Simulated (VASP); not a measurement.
# Ba3Re (Pm-3m) in VASP: notebook

Ba3Re is run at these levels: PBE; tasks: single point, relaxation of cell and atoms.

All numbers are computed with VASP 6.6.1; they aren't measurements. Logs are shortened: lines on timing, memory, paths and dates and some standing lists are left out, and cuts for length are marked.

## (1) The cell of the first run

The structure is cubic, space group Pm-3m (No. 221). The conventional cell has a = 4.993 Å, b = 4.993 Å, c = 4.993 Å, α = 90.00°, β = 90.00°, γ = 90.00°. Within 4.6 Å of Ba (site symmetry 4/mmm) lie 8 Ba at 3.53 Å and 4 Re at 3.53 Å. Re (site symmetry m-3m) has 12 Ba at 3.53 Å within 4.6 Å.

## (2) Single point, PBE

File INCAR:

```
SYSTEM = Ba3Re
PREC     = Accurate       ! precision mode
ENCUT    = 520            ! plane-wave cutoff, eV
EDIFF    = 1E-6           ! SCF threshold, eV
ISMEAR   = 0              ! smearing method
SIGMA    = 0.1            ! smearing width, eV
LREAL    = .False.        ! projectors in reciprocal space
LASPH    = .True.         ! aspherical terms in the spheres
NELM     = 60             ! most SCF steps
ALGO     = Normal         ! electronic algorithm
ISIF     = 2              ! what is computed and relaxed
LWAVE    = .False.        ! write WAVECAR
LCHARG   = .True.         ! write CHGCAR
GGA      = PE             ! functional
LELF     = .True.         ! ELF
LVHAR    = .True.       
NBANDS   = 26             ! bands
```

File KPOINTS:

```
regular mesh
0
Gamma
  4 4 4
  0 0 0
```

File POSCAR:

```
Ba3Re
1.0
    4.9927052414      0.0000000000      0.0000000000
    0.0000000000      4.9927052414      0.0000000000
    0.0000000000      0.0000000000      4.9927052414
Ba Re
3 1
Direct
    0.0000000000      0.5000000000      0.5000000000
    0.5000000000      0.0000000000      0.5000000000
    0.5000000000      0.5000000000      0.0000000000
    0.0000000000      0.0000000000      0.0000000000
```

Potentials or basis: VASP PAW PBE potentials, release 64 (Ba_sv, Re).

The run is started by

```bash
> cat potpaw_PBE.64/Ba_sv/POTCAR potpaw_PBE.64/Re/POTCAR > POTCAR
> mpirun -np 1 vasp_std > vasp.out
```

OUTCAR:

```text
SYSTEM = Ba3Re
   PREC = Accurate
   ENCUT = 520
   EDIFF = 1E-6
   ISMEAR = 0
   LREAL = .False.
   LASPH = .True.
   NELM = 60
   ISIF = 2
   GGA = PE

 ion  position               nearest neighbor table
   1  0.000  0.500  0.500-   2 3.53   3 3.53   4 3.53   3 3.53   4 3.53   2 3.53   4 3.53   4 3.53
                             2 3.53   3 3.53   3 3.53   2 3.53
   2  0.500  0.000  0.500-   1 3.53   3 3.53   4 3.53   3 3.53   4 3.53   1 3.53   3 3.53   3 3.53
                             1 3.53   4 3.53   4 3.53   1 3.53
   3  0.500  0.500  0.000-   1 3.53   2 3.53   4 3.53   1 3.53   2 3.53   2 3.53   4 3.53   2 3.53
                             1 3.53   4 3.53   1 3.53   4 3.53
   4  0.000  0.000  0.000-   1 3.53   2 3.53   3 3.53   1 3.53   2 3.53   1 3.53   3 3.53   1 3.53
                             2 3.53   3 3.53   2 3.53   3 3.53

  LATTYP: Found a simple cubic cell.
 ALAT       =     4.9927052414

  Lattice vectors:

 A1 = (   4.9927052414,   0.0000000000,   0.0000000000)
 A2 = (   0.0000000000,   4.9927052414,   0.0000000000)
 A3 = (   0.0000000000,   0.0000000000,   4.9927052414)

Analysis of symmetry for initial positions (statically):
=====================================================================
 Subroutine PRICEL returns:
 Original cell was already a primitive cell.

 Routine SETGRP: Setting up the symmetry group for a
 simple cubic supercell.

 Subroutine GETGRP returns: Found 48 space group operations
 (whereof 48 operations were pure point group operations)
 out of a pool of 48 trial point group operations.

The static configuration has the point symmetry O_h .

Analysis of symmetry for dynamics (positions and initial velocities):
=====================================================================
 Subroutine PRICEL returns:
 Original cell was already a primitive cell.

 Routine SETGRP: Setting up the symmetry group for a
 simple cubic supercell.

 Subroutine GETGRP returns: Found 48 space group operations
 (whereof 48 operations were pure point group operations)
 out of a pool of 48 trial point group operations.

The dynamic configuration has the point symmetry O_h .

 Subroutine INISYM returns: Found 48 space group operations
 (whereof 48 operations are pure point group operations),
 and found     1 'primitive' translations

----------------------------------------------------------------------------------------

                                     Primitive cell

  volume of cell :     124.4537

  direct lattice vectors                    reciprocal lattice vectors
     4.992705241  0.000000000  0.000000000     0.200292217  0.000000000  0.000000000
     0.000000000  4.992705241  0.000000000     0.000000000  0.200292217  0.000000000
     0.000000000  0.000000000  4.992705241     0.000000000  0.000000000  0.200292217

  length of vectors
     4.992705241  4.992705241  4.992705241     0.200292217  0.200292217  0.200292217

  position of ions in fractional coordinates (direct lattice)
     0.000000000  0.500000000  0.500000000
     0.500000000  0.000000000  0.500000000
     0.500000000  0.500000000  0.000000000
     0.000000000  0.000000000  0.000000000

  ion indices of the primitive-cell ions
   primitive index   ion index
                 1           1
                 2           2
                 3           3
                 4           4

----------------------------------------------------------------------------------------

 KPOINTS: regular mesh

Automatic generation of k-mesh.
 Grid dimensions read from file:
 generate k-points for:    4    4    4

 Generating k-lattice:

  Cartesian coordinates                     Fractional coordinates (reciprocal lattice)
     0.050073054  0.000000000  0.000000000     0.250000000  0.000000000  0.000000000
     0.000000000  0.050073054  0.000000000     0.000000000  0.250000000  0.000000000
     0.000000000  0.000000000  0.050073054     0.000000000  0.000000000  0.250000000

  Length of vectors
     0.050073054  0.050073054  0.050073054

  Shift w.r.t. Gamma in fractional coordinates (k-lattice)
     0.000000000  0.000000000  0.000000000

 Subroutine IBZKPT returns following result:
 ===========================================

 Found     10 irreducible k-points:

 Following reciprocal coordinates:
            Coordinates               Weight
  0.000000  0.000000  0.000000      1.000000
  0.250000  0.000000  0.000000      6.000000
  0.500000  0.000000  0.000000      3.000000
  0.250000  0.250000  0.000000     12.000000
  0.500000  0.250000  0.000000     12.000000
  0.500000  0.500000  0.000000      3.000000
  0.250000  0.250000  0.250000      8.000000
  0.500000  0.250000  0.250000     12.000000
  0.500000  0.500000  0.250000      6.000000
  0.500000  0.500000  0.500000      1.000000
   k-points           NKPTS =     10   k-points in BZ     NKDIM =     10   number of bands    NBANDS=     26
   number of dos      NEDOS =    301   number of ions     NIONS =      4
   total plane-waves  NPLWV =  64000
   dimension x,y,z NGX =    40 NGY =   40 NGZ =   40
   dimension x,y,z NGXF=    80 NGYF=   80 NGZF=   80
   ions per type =               3   1
   NGX,Y,Z   is equivalent  to a cutoff of  13.32, 13.32, 13.32 a.u.
   NGXF,Y,Z  is equivalent  to a cutoff of  26.64, 26.64, 26.64 a.u.
 SYSTEM =  Ba3Re
   PREC   = accura    normal or accurate (medium, high low for compatibility)
   ISTART =      0    job   : 0-new  1-cont  2-samecut
   ICHARG =      2    charge: 1-file 2-atom 10-const
   ISPIN  =      1    spin polarized calculation?
   LNONCOLLINEAR =      F non collinear calculations
   LSORBIT =      F    spin-orbit coupling
   LASPH  =      T    aspherical Exc in radial PAW
   ENCUT  =  520.0 eV  38.22 Ry    6.18 a.u.   9.28  9.28  9.28*2*pi/ulx,y,z
   NELM   =     60;   NELMIN=  2; NELMDL= -5     # of ELM steps
   EDIFF  = 0.1E-05   stopping-criterion for ELM
   LREAL  =      F    real-space projection
   EDIFFG = 0.1E-04   stopping-criterion for IOM
   NSW    =      0    number of steps for IOM
   IBRION =     -1    ionic relax: 0-MD 1-quasi-New 2-CG
   NFREE  =      0    steps in history (QN), initial steepest desc. (CG)
   ISIF   =      2    stress and relaxation
   ISYM   =      2    0-nonsym 1-usesym 2-fastsym
   POTIM  = 0.5000    time-step for ionic-motion
   TEBEG  =    0.0;   TEEND  =   0.0 temperature during run
   PSTRESS=    0.0 pullay stress
   NELECT =      37.0000    total number of electrons
   NUPDOWN=      -1.0000    fix difference up-down
   EMIN   =  10.00;   EMAX   =-10.00  energy-range for DOS
   EFERMI =   0.00;   METHOD = LEGACY
   ISMEAR =     0;   SIGMA  =   0.10  broadening in eV -4-tet -1-fermi 0-gaus
   EFERMI_NEDOS =   21; number of points for ismear=-14 and -15
   IALGO  =     38    algorithm
   IMIX   =      4    mixing-type and parameters
     AMIX     =   0.40;   BMIX     =  1.00
     AMIX_MAG =   1.60;   BMIX_MAG =  1.00
  volume/ion in A,a.u.               =      31.11       209.96
  Fermi-wavevector in a.u.,A,eV,Ry     =   1.092629  2.064770 16.243161  1.193839
  Thomas-Fermi vector in A             =   2.228899
   LORBIT       =      0    0 simple, 1 ext, 2 COOP (PROOUT), +10 PAW based schemes
   GGA     = PE    functional components
   LHFCALC =     F    Hartree Fock is set to
   AEXX    =    0.0000 exact exchange contribution
   IVDW    =     0    specifies the selected vdW correction
   LEPSILON=     F    determine dielectric tensor
   LRPA    =     F    only Hartree local field effects (RPA)
 non-spin polarized calculation
 Gauss-broadening in eV      SIGMA  =   0.10
  energy-cutoff  :      520.00
  volume of cell :      124.45
 maximum number of plane-waves:      3407
 NGX is ok and might be reduce to    40
   NGX = 19   NGY = 19   NGZ = 19

 number of electron      37.0000003 magnetization

 Free energy of the ion-electron system (eV)
  ---------------------------------------------------
  ext. energy  EPLUGINS =         0.00000000
  ---------------------------------------------------
  free energy    TOTEN  =       -13.33056061 eV

  energy without entropy =      -13.27146448  energy(sigma->0) =      -13.30101255

 E-fermi :   4.0344     XC(G=0):  -9.9806

 val. band max:        4.0263117401   @ k =   0.5000   0.0000   0.0000
 cond. band min:       4.0606016064   @ k =   0.5000   0.2500   0.2500
 fundamental gap:      0.0342898664
 Fermi energy:         4.0344399913

 k-point     1 :       0.0000    0.0000    0.0000
  band No.  band energies     occupation
      1     -24.3015      2.00000
      2     -23.6844      2.00000
      3     -23.6844      2.00000
      4     -10.3834      2.00000
      5     -10.3834      2.00000
      6     -10.3834      2.00000
[... 18 lines left out ...]
     25       8.3579      0.00000
     26       8.3580      0.00000

 k-point     2 :       0.2500    0.0000    0.0000
  band No.  band energies     occupation
      1     -24.2263      2.00000
      2     -23.7667      2.00000
      3     -23.6824      2.00000
      4     -10.2481      2.00000
      5     -10.2481      2.00000
      6     -10.1648      2.00000
[... 18 lines left out ...]
     25       7.0981      0.00000
     26       7.1548      0.00000

 k-point     3 :       0.5000    0.0000    0.0000
  band No.  band energies     occupation
      1     -24.1024      2.00000
      2     -23.8976      2.00000
      3     -23.6804      2.00000
      4     -10.0614      2.00000
      5     -10.0614      2.00000
      6      -9.5784      2.00000
[... 166 lines left out ...]
 k-point     9 :       0.5000    0.5000    0.2500
  band No.  band energies     occupation
      1     -23.8905      2.00000
      2     -23.8883      2.00000
      3     -23.8883      2.00000
      4     -10.9684      2.00000
      5     -10.1540      2.00000
      6      -9.8675      2.00000
[... 18 lines left out ...]
     25       6.7187      0.00000
     26       6.7244      0.00000

 k-point    10 :       0.5000    0.5000    0.5000
  band No.  band energies     occupation
      1     -23.8858      2.00000
      2     -23.8858      2.00000
      3     -23.8858      2.00000
      4     -11.2653      2.00000
      5     -10.1226      2.00000
      6     -10.1226      2.00000
[... 18 lines left out ...]
     25       7.0439      0.00000
     26       7.0439      0.00000

------------------------ aborting loop because EDIFF is reached ----------------------------------------

  FORCE on cell =-STRESS in cart. coord.  units (eV):
  Direction    XX          YY          ZZ          XY          YZ          ZX
  --------------------------------------------------------------------------------------
  -------------------------------------------------------------------------------------
  Total        3.6836780      3.6836780      3.6836780      0.0000000      0.0000000     -0.0000000
  in kB       47.4225019     47.4225019     47.4225019      0.0000000      0.0000000     -0.0000000
  external PRESSURE =      47.4225019 kB  Pullay stress =       0.0000000 kB

 VOLUME and BASIS-vectors are now :
 -----------------------------------------------------------------------------
  energy-cutoff  :      520.00
  volume of cell :      124.45
      direct lattice vectors                 reciprocal lattice vectors
     4.992705241  0.000000000  0.000000000     0.200292217  0.000000000  0.000000000
     0.000000000  4.992705241  0.000000000     0.000000000  0.200292217  0.000000000
     0.000000000  0.000000000  4.992705241     0.000000000  0.000000000  0.200292217

 POSITION                                       TOTAL-FORCE (eV/Angst)
 -----------------------------------------------------------------------------------
      0.00000      2.49635      2.49635         0.000000      0.000000      0.000000
      2.49635      0.00000      2.49635         0.000000      0.000000      0.000000
      2.49635      2.49635      0.00000         0.000000      0.000000      0.000000
      0.00000      0.00000      0.00000         0.000000      0.000000      0.000000
 -----------------------------------------------------------------------------------
    total drift:                                0.000000     -0.000000     -0.000000

  FREE ENERGIE OF THE ION-ELECTRON SYSTEM (eV)
  ---------------------------------------------------
  free  energy   TOTEN  =       -13.3305606092 eV

  energy  without entropy=      -13.2714644831  energy(sigma->0) =      -13.30101255
```

It took 49 s on 1 thread of Intel Xeon Platinum 8559C (Emerald Rapids), shared host; peak memory 0.24 GiB.

What came out:

```
Free energy            : -13.3306 eV
Pressure               : 4.7 GPa
Band gap on the k mesh : zero (an odd number of electrons rules out a gap without spin polarisation)
```

Caveat: the cell stands under pressure; spin-orbit coupling is left out, which moves the levels of the heavy elements.

[end of part 1 of 3]

The gap in the log of VASP goes by the Fermi energy; the results here count the filled bands.